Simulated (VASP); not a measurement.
Set up this calculation in VASP 6.6.1, as the native input.

```yaml
Task: single point
Functional: PBE
Potentials_or_basis: VASP PAW PBE potentials, release 64 (C)
Cutoff: 520 eV
k_mesh: 8 × 8 × 6
Occupations: gaussian, width 0.1 eV
Spin: collinear spin, ferromagnetic start
Starting_moments: "[1.0, 1.0, 1.0, 1.0] μB"
Dipole_correction: no
Further_INCAR_settings: ALGO = Normal; EDIFF = 1e-06; NBANDS = 20
```

The structure of C lies in POSCAR:

```
C
1.0
    1.2234596300     -2.9201016100      0.0000000000
    1.2234596300      2.9201016100      0.0000000000
    0.0000000000      0.0000000000      3.4558927200
C
4
Direct
    0.5000000000      0.5000000000      0.7895990000
    0.5000000000      0.5000000000      0.2104010000
    0.3173019000      0.6826981000      0.5000000000
    0.6826981000      0.3173019000      0.5000000000
```

These files were run (other wordings do the same):

INCAR

```
SYSTEM = C
PREC     = Accurate       ! precision mode
ENCUT    = 520            ! plane-wave cutoff, eV
EDIFF    = 1E-6           ! SCF threshold, eV
ISMEAR   = 0              ! smearing method
SIGMA    = 0.1            ! smearing width, eV
LREAL    = .False.        ! projectors in reciprocal space
LASPH    = .True.         ! aspherical terms in the spheres
NELM     = 150            ! most SCF steps
ALGO     = Normal         ! electronic algorithm
ISIF     = 2              ! what is computed and relaxed
LWAVE    = .False.        ! write WAVECAR
LCHARG   = .True.         ! write CHGCAR
ISPIN    = 2              ! spin polarisation
MAGMOM   = 1 1 1 1        ! initial moments
LORBIT   = 11             ! projections on sites
GGA      = PE             ! functional
LELF     = .True.         ! ELF
LVHAR    = .True.       
NBANDS   = 20             ! bands
```

KPOINTS

```
regular mesh
0
Gamma
  8 8 6
  0 0 0
```

Potentials or basis: VASP PAW PBE potentials, release 64 (C).

The run is started by

```console
$ cat potpaw_PBE.64/C/POTCAR > POTCAR
$ mpirun -np 1 vasp_std > vasp.out
```

Results of the run:

* Pressure: 45.8 GPa
* Largest force: 4.995 eV/Å
* Band gap on the k mesh: zero (filled and empty bands overlap)
* Net moment: 0.00 μB per cell
* Valence electrons inside the program's atomic spheres: C 2.60, 2.74

Caveat: forces of over 1 eV/Å act on the atoms, so gaps and moduli don't describe the material at rest.

It took 2.6 min on 1 thread of AMD EPYC 7R13 (shared host), peak memory 0.15 GiB.
